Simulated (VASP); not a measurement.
Wanted: the native input for a VASP 6.6.1 run.

| Quantity | Value |
| --- | --- |
| Task | single point |
| Functional | PBEsol |
| Potentials or basis | VASP PAW PBE potentials, release 64 (In_d, Sb) |
| Cutoff | 520 eV |
| k mesh | 14 × 14 × 14 |
| Occupations | gaussian, width 0.15 eV |
| Spin | no spin polarisation |
| Dipole correction | no |
| Further INCAR settings | ALGO = Normal; EDIFF = 1e-06; NBANDS = 16 |

The structure of InSb lies in POSCAR:

```
InSb
1.0
    0.0000000000      2.8905512450      3.4675052735
    2.8905512450      0.0000000000      3.4675052735
    2.8905512450      2.8905512450      0.0000000000
In Sb
1 1
Direct
    0.0000000000      0.0000000000      0.0000000000
    0.5000000000      0.5000000000      0.5000000000
```

The input as run:

INCAR

```
SYSTEM = InSb
PREC = Accurate ; ENCUT = 520
EDIFF = 1E-6 ; ISMEAR = 0
SIGMA = 0.15 ; LREAL = .False.
LASPH = .True. ; NELM = 100
ALGO = Normal ; ISIF = 2
LWAVE = .False. ; LCHARG = .True.
GGA = PS ; LELF = .True.
LVHAR = .True. ; NBANDS = 16
```

KPOINTS

```
Automatic mesh
0
Gamma
  14 14 14
  0 0 0
```

Potentials or basis: VASP PAW PBE potentials, release 64 (In_d, Sb).

Launch:

```console
$ cat potpaw_PBE.64/In_d/POTCAR potpaw_PBE.64/Sb/POTCAR > POTCAR
$ mpirun -np 1 vasp_std > vasp.out
```

Results of the run:

- Pressure: 0.6 GPa
- Band gap on the k mesh: zero (bands 9 and 10 overlap by 2.61 eV)

Caveat: the stress differs along the axes, from -6 to 4 GPa; the PAW data sets were made with another functional, which shifts forces and pressure a little; spin-orbit coupling is left out, which moves the levels of the heavy elements.

Wall time 93 s on 1 thread of Intel(R) Xeon(R) Platinum 8488C (Sapphire Rapids), on a shared host, peak memory 0.37 GiB.
